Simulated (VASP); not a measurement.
# Si16H4CO in VASP: single point with PBE+D3(BJ)

Aim: the single point of Si16H4CO with PBE+D3(BJ).

Program: VASP 6.6.1. These are calculated values, not measurements. Logs are shortened: lines on timing, memory, paths and dates and some standing lists are left out, and cuts for length are marked.

### 1 The cell of the first run

The cell holds a slab with vacuum, 22 atoms: a = 7.679 Å, b = 7.679 Å, c = 17.419 Å, α = 90.00°, β = 90.00°, γ = 60.00°.

### 2 Single point, PBE+D3(BJ)

The input, INCAR:

```
SYSTEM = Si16H4CO
  PREC = Accurate
  ENCUT = 1000
  EDIFF = 1E-6
  ISMEAR = 0
  SIGMA = 0.02
  LREAL = Auto
  LASPH = .TRUE.
  NELM = 120
  ALGO = Normal
  ISIF = 2
  LWAVE = .FALSE.
  LCHARG = .FALSE.
  GGA = PE
  IVDW = 12
  NBANDS = 56
  GGA_COMPAT = .FALSE.
  NELMDL = -8
```

The input, KPOINTS:

```
Automatic mesh
0
G
  2 2 1
  0 0 0
```

The input, POSCAR:

```
Si16H4CO
1.0
    7.6791800000      0.0000000000      0.0000000000
    3.8395900000      6.6503650000      0.0000000000
    0.0000000000      0.0000000000     17.4187650000
H Si C O
4 16 1 1
Direct
    0.1666667000      0.1666667000      0.0574094000
    0.6666667000      0.1666667000      0.0574094000
    0.1666667000      0.6666667000      0.0574094000
    0.6666667000      0.6666667000      0.0574094000
    0.1666667000      0.1666667000      0.1435234000
    0.6666667000      0.1666667000      0.1435234000
    0.1666667000      0.6666667000      0.1435234000
    0.6666667000      0.6666667000      0.1435234000
   -0.1629521345      0.3363470717      0.1919554053
    0.3324349125      0.3335081557      0.1781596027
   -0.1680176048      0.8336368305      0.1860485755
    0.3353110559      0.8307115096      0.1943266659
   -0.1921055131      0.2729348377      0.3318247577
    0.2934613249      0.3263797335      0.3068396993
   -0.1822252528      0.8285295104      0.3200896128
    0.3180574652      0.8106668358      0.3350117105
   -0.0062935792     -0.0417111297      0.3922045378
    0.4784768361      0.0087115031      0.3605818886
   -0.0544642140      0.4794381799      0.3269486037
    0.4695775625      0.4556252787      0.3720206917
    0.4925919151      0.1775375812      0.4518108019
    0.4735140259      0.1741791901      0.5184526949
```

Potentials or basis: VASP PAW PBE potentials, release 64 (H_h, Si, C_h, O_h).

Run with:

```bash
$ cat potpaw_PBE.64/H_h/POTCAR potpaw_PBE.64/Si/POTCAR potpaw_PBE.64/C_h/POTCAR potpaw_PBE.64/O_h/POTCAR > POTCAR
$ mpirun -np 1 vasp_std > vasp.out
```

OUTCAR:

```text
SYSTEM = Si16H4CO
   PREC = Accurate
   ENCUT = 1000
   EDIFF = 1E-6
   ISMEAR = 0
   LREAL = Auto
   LASPH = .TRUE.
   NELM = 120
   ISIF = 2
   GGA = PE
   IVDW = 12
   NELMDL = -8
 IVDW          = 12

 ion  position               nearest neighbor table
   1  0.167  0.167  0.057-   5 1.50
   2  0.667  0.167  0.057-   6 1.50
   3  0.167  0.667  0.057-   7 1.50
   4  0.667  0.667  0.057-   8 1.50
   5  0.167  0.167  0.144-   1 1.50  10 2.29   9 2.35  12 2.40
   6  0.667  0.167  0.144-   2 1.50  10 2.30  11 2.34   9 2.41
   7  0.167  0.667  0.144-   3 1.50  10 2.30  11 2.35  12 2.38
   8  0.667  0.667  0.144-   4 1.50  11 2.33   9 2.35  12 2.37
   9  0.837  0.336  0.192-   5 2.35   8 2.35   6 2.41  13 2.52  19 2.89
  10  0.332  0.334  0.178-  14 2.27   5 2.29   7 2.30   6 2.30
  11  0.832  0.834  0.186-   8 2.33   6 2.34  15 2.34   7 2.35
  12  0.335  0.831  0.194-   8 2.37   7 2.38   5 2.40  16 2.46
  13  0.808  0.273  0.332-  19 2.31  17 2.35  20 2.36   9 2.52
  14  0.293  0.326  0.307-  10 2.27  18 2.32  20 2.33  19 2.35
  15  0.818  0.829  0.320-  11 2.34  19 2.35  18 2.37  17 2.40
  16  0.318  0.811  0.335-  17 2.38  18 2.43  20 2.46  12 2.46
  17  0.994  0.958  0.392-  13 2.35  16 2.38  15 2.40
  18  0.478  0.009  0.361-  21 2.09  14 2.32  15 2.37  16 2.43
  19  0.946  0.479  0.327-  13 2.31  14 2.35  15 2.35   9 2.89
  20  0.470  0.456  0.372-  14 2.33  13 2.36  16 2.46
  21  0.493  0.178  0.452-  22 1.17  18 2.09
  22  0.474  0.174  0.518-  21 1.17

  LATTYP: Found a hexagonal cell.
 ALAT       =     7.6791800344
 C/A-ratio  =     2.2683105386

  Lattice vectors:

 A1 = (  -3.8395900000,  -6.6503650000,   0.0000000000)
 A2 = (   7.6791800000,   0.0000000000,   0.0000000000)
 A3 = (   0.0000000000,   0.0000000000,  17.4187650000)

Analysis of symmetry for initial positions (statically):
=====================================================================
 Subroutine PRICEL returns:
 Original cell was already a primitive cell.

 Routine SETGRP: Setting up the symmetry group for a
 hexagonal supercell.

 Subroutine GETGRP returns: Found  1 space group operations
 (whereof  1 operations were pure point group operations)
 out of a pool of 24 trial point group operations.

The static configuration has the point symmetry C_1 .

Analysis of symmetry for dynamics (positions and initial velocities):
=====================================================================
[... 133 lines left out ...]
   IBRION =     -1    ionic relax: 0-MD 1-quasi-New 2-CG
   NFREE  =      0    steps in history (QN), initial steepest desc. (CG)
   ISIF   =      2    stress and relaxation
   ISYM   =      2    0-nonsym 1-usesym 2-fastsym
   POTIM  = 0.5000    time-step for ionic-motion
   TEBEG  =    0.0;   TEEND  =   0.0 temperature during run
   PSTRESS=    0.0 pullay stress
   NELECT =      78.0000    total number of electrons
   NUPDOWN=      -1.0000    fix difference up-down
   EMIN   =  10.00;   EMAX   =-10.00  energy-range for DOS
   EFERMI =   0.00;   METHOD = LEGACY
   ISMEAR =     0;   SIGMA  =   0.02  broadening in eV -4-tet -1-fermi 0-gaus
   EFERMI_NEDOS =   21; number of points for ismear=-14 and -15
   IALGO  =     38    algorithm
   IMIX   =      4    mixing-type and parameters
     AMIX     =   0.40;   BMIX     =  1.00
     AMIX_MAG =   1.60;   BMIX_MAG =  1.00
  volume/ion in A,a.u.               =      40.43       272.87
  Fermi-wavevector in a.u.,A,eV,Ry     =   0.727300  1.374398  7.197017  0.528966
  Thomas-Fermi vector in A             =   1.818489
   LORBIT       =      0    0 simple, 1 ext, 2 COOP (PROOUT), +10 PAW based schemes
   GGA     = PE    functional components
   LHFCALC =     F    Hartree Fock is set to
   AEXX    =    0.0000 exact exchange contribution
   IVDW    =    12    specifies the selected vdW correction
   LEPSILON=     F    determine dielectric tensor
   LRPA    =     F    only Hartree local field effects (RPA)
 non-spin polarized calculation
 Gauss-broadening in eV      SIGMA  =   0.02
  energy-cutoff  :     1000.00
  volume of cell :      889.57
 maximum number of plane-waves:     63846
 NGX is ok and might be reduce to    80
   NGX = 39   NGY = 39   NGZ = 89

 number of electron      77.9999999 magnetization

 Free energy of the ion-electron system (eV)
  ---------------------------------------------------
  ext. energy  EPLUGINS =         0.00000000
  ---------------------------------------------------
  free energy    TOTEN  =      -110.05793525 eV

  energy without entropy =     -110.05793525  energy(sigma->0) =     -110.05793525

 E-fermi :  -0.8698     XC(G=0):  -4.5923

 val. band max:       -1.0267752723   @ k =   0.0000   0.0000   0.0000
 cond. band min:      -0.3324260029   @ k =   0.0000   0.0000   0.0000
 fundamental gap:      0.6943492693
 Fermi energy:        -0.8698195709

 k-point     1 :       0.0000    0.0000    0.0000
  band No.  band energies     occupation
      1     -23.9343      2.00000
      2     -12.4288      2.00000
      3     -11.4266      2.00000
      4     -10.4793      2.00000
      5     -10.1748      2.00000
      6      -9.8868      2.00000
[... 205 lines left out ...]
     50       2.4590      0.00000
     51       2.7111      0.00000
 [bands above 51 left out]

------------------------ aborting loop because EDIFF is reached ----------------------------------------

 Edisp (eV)   -4.04407

 E8    (eV) :    -1.7015

  FORCE on cell =-STRESS in cart. coord.  units (eV):
  Direction    XX          YY          ZZ          XY          YZ          ZX
  --------------------------------------------------------------------------------------
  -------------------------------------------------------------------------------------
  Total      -2.05639    -2.69122     0.26328    -3.22259     0.01646     0.16931
  in kB      -3.70373    -4.84710     0.47418    -5.80415     0.02965     0.30493
  external pressure =       -2.69 kB  Pullay stress =        0.00 kB

 VOLUME and BASIS-vectors are now :
 -----------------------------------------------------------------------------
  energy-cutoff  :     1000.00
  volume of cell :      889.57
      direct lattice vectors                 reciprocal lattice vectors
     7.679180000  0.000000000  0.000000000     0.130222237 -0.075183843  0.000000000
     3.839590000  6.650365000  0.000000000     0.000000000  0.150367687  0.000000000
     0.000000000  0.000000000 17.418765000     0.000000000  0.000000000  0.057409351

 POSITION                                       TOTAL-FORCE (eV/Angst)
 -----------------------------------------------------------------------------------
      1.91980      1.10839      1.00000        -0.251602     -0.207525     -0.079763
      5.75939      1.10839      1.00000         0.190771      0.049049     -0.066658
      3.83959      4.43358      1.00000         0.071611      0.163388     -0.062591
      7.67918      4.43358      1.00000        -0.141406     -0.077326     -0.069568
      1.91980      1.10839      2.50000        -0.226471     -0.527534     -0.007814
      5.75939      1.10839      2.50000         0.423155     -0.004050      0.052909
[... 14 lines left out ...]
      4.46437      1.18069      7.86999         0.001750     -0.020966     -0.028130
      4.30498      1.15836      9.03081        -0.013686     -0.004233      0.020183
 -----------------------------------------------------------------------------------
    total drift:                               -0.000254      0.022059     -0.051492

  FREE ENERGIE OF THE ION-ELECTRON SYSTEM (eV)
  ---------------------------------------------------
  free  energy   TOTEN  =      -114.1020044550 eV

  energy  without entropy=     -114.1020044550  energy(sigma->0) =     -114.10200446
```

Run time: 23 min. Hardware: 1 thread of Intel Xeon Platinum 8259CL at 2.50GHz (Skylake/Cascade Lake), shared host; peak memory 2 GiB.

What came out:

```yaml
Free_energy: -114.1020 eV
Largest_force: 0.574 eV/Å
Band_gap_on_the_k_mesh: 0.69 eV
Dispersion_energy_per_atom: -0.184 eV
```

Forces in eV/Å, atoms in the order of the input:
```
H   -0.252 -0.208 -0.080
H    0.191  0.049 -0.067
H    0.072  0.163 -0.063
H   -0.141 -0.077 -0.070
Si  -0.226 -0.528 -0.008
Si   0.423 -0.004  0.053
Si   0.152  0.434 -0.004
Si  -0.209  0.181  0.239
Si  -0.008 -0.012 -0.014
Si  -0.005  0.001  0.011
Si   0.007 -0.003  0.004
Si  -0.013 -0.006  0.000
Si   0.003  0.012  0.012
Si   0.000  0.003 -0.006
Si   0.005  0.016 -0.011
Si  -0.004  0.020  0.013
Si   0.003 -0.002 -0.021
Si   0.004  0.011  0.014
Si   0.004 -0.012 -0.006
Si   0.006 -0.014  0.010
C    0.002 -0.021 -0.028
O   -0.014 -0.004  0.020
```

Caveat: the k points lie up to 0.47 Å⁻¹ apart; there is no dipole correction, which matters where the two faces differ.
